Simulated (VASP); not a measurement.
InSb3:

```
Sb In
1.0
     0.00000    3.79455    3.79455
     3.79455    0.00000    3.79455
     3.79455    3.79455    0.00000
Sb In
3 1
Direct
  0.50000 0.50000 0.50000
  0.75000 0.75000 0.75000
  0.25000 0.25000 0.25000
  0.00000 0.00000 0.00000
```

Base run:

```yaml
Program: VASP 6.6.1
Functional: LDA
Potentials_or_basis: VASP PAW LDA potentials, release 64 (Sb, In_d)
Cutoff: 520 eV
k_mesh: 6 × 6 × 6
Occupations: fermi-dirac, width 0.05 eV
Spin: no spin polarisation
```

Its results: band gap on the k mesh zero (bands 14 and 15 overlap by 3.41 eV); pressure -4.2 GPa.

Task: The run is repeated on the same cell with these changes: functional from LDA to PBE; potentials or basis from VASP PAW LDA potentials, release 64 (Sb, In_d) to VASP PAW PBE potentials, release 64 (Sb, In_d). What comes out?

Result: Band gap on the k mesh zero (bands 14 and 15 overlap by 3.43 eV); pressure -0.3 GPa.

Caveats: spin-orbit coupling is left out, which moves the levels of the heavy elements; the cell stands under tension (at least some runs).
